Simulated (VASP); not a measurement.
Runs of VASP 6.6.1 on Mo. The structure is that of space group Im-3m (No. 229), or close to it. The cells are those of the table. 

```csv
task,cell,k mesh for the DOS,occupations for the DOS,gap on the mesh (eV),pressure (GPa)
single point,"a = 2.694 Å, angles 109.5°, 1 atom",-,-,none,(a)
single point,"a = 2.415 Å, angles 109.5°, 1 atom",-,-,none,188.3
single point,"a = 2.582 Å, angles 109.5°, 1 atom",-,-,none,50.5
single point,"a = 2.501 Å, angles 109.5°, 1 atom",-,-,none,105.4
single point,"a = 2.208 Å, angles 109.5°, 1 atom",-,-,none,568.3
single point,"a = 2.322 Å, angles 109.5°, 1 atom",-,-,none,(b)
single point,"a = 2.639 Å, angles 109.5°, 1 atom",-,-,none,22.0
```

Alike in all rows: level LDA; potentials or basis VASP PAW LDA potentials, release 64 (Mo_sv); no spin polarisation; k mesh 19 × 19 × 19; cutoff (eV) 520; smearing fermi-dirac 0.1 eV.

**Question.** Estimate the missing entries.

**Answer.** (a) 1.2; (b) 319.5.

A k mesh can miss the band edges, and the runs leave out spin-orbit coupling on Mo.

A gap of «none» marks levels without a gap at the run's occupations.
